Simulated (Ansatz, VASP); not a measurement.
One calculation of MoN2, two programs

```
Mo N
1.0
     4.07757    0.00000    0.00000
     0.00000    4.07757    0.00000
     0.00000    0.00000    3.10756
Mo N
2 4
Direct
  0.50000 0.50000 0.00000
  0.00000 0.00000 0.00000
  0.88790 0.38790 0.50000
  0.11210 0.61210 0.50000
  0.38790 0.11210 0.50000
  0.61210 0.88790 0.50000
```

Alike in both runs: task single point; functional PBE; k mesh 12 × 12 × 20; occupations gaussian, width 0.15 eV; no spin polarisation.

|  | VASP | Ansatz |
| --- | --- | --- |
| version | VASP 6.6.1 | Ansatz 0.2.0 |
| potentials or method | VASP PAW PBE potentials, release 64 (Mo_sv, N), cutoff 520 eV | scalar-relativistic, plane waves, PAW |
| valence electrons in the cell | 48 | 48 |

|  | VASP | Ansatz | Ansatz less VASP |
| --- | --- | --- | --- |
| gap on the k mesh at the Fermi level (eV) | none | none | - |
| pressure (GPa) | 10.8 | 10.2 | -0.61 |
| traceless stress, the component that is largest in VASP (GPa) | -63.61 | -63.21 | +0.398 |
| rms of the force components (eV/Å) | 0.824 | 0.763 | -0.0615 |

Atom by atom the forces differ by 0.062 eV/Å (rms over components). A gap of «none» marks a metal or a gap that the smearing closes.
